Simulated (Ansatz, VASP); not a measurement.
# One calculation of ZnS3, two programs

```xyz
4
Lattice="4.0743 0.0000 0.0000 0.0000 4.0743 0.0000 0.0000 0.0000 4.0743" Properties=species:S:1:pos:R:3 pbc="T T T"
Zn    0.0000    0.0000    0.0000
S     0.0000    2.0371    2.0371
S     2.0371    0.0000    2.0371
S     2.0371    2.0371    0.0000
```

Change from the starting cell: species swapped into the YSn3 type (Pm-3m, No. 221).

Alike in both runs: functional PBE; k mesh 4 × 4 × 4; occupations gaussian, width 0.1 eV; no spin polarisation.

Ansatz relaxed the structure, and its values are those at the end. VASP's run is a single point on that final structure, the one shown.

```csv
,VASP,Ansatz
version,VASP 6.6.1,Ansatz 0.2.0
potentials or method,"VASP PAW PBE potentials, release 64 (Zn, S), cutoff 520 eV","scalar-relativistic, plane waves, PAW"
valence electrons in the cell,30,30
```

|  | VASP | Ansatz | Ansatz less VASP |
| --- | --- | --- | --- |
| gap on the k mesh at the Fermi level (eV) | none | none | - |
| pressure (GPa) | -0.1 | 0.0 | +0.03 |

A gap of «none» marks a metal or a gap that the smearing closes. The functional is the same, so the differences come from potentials, cutoffs and numerics.

The k mesh is coarse, so the values compare programs but aren't converged.
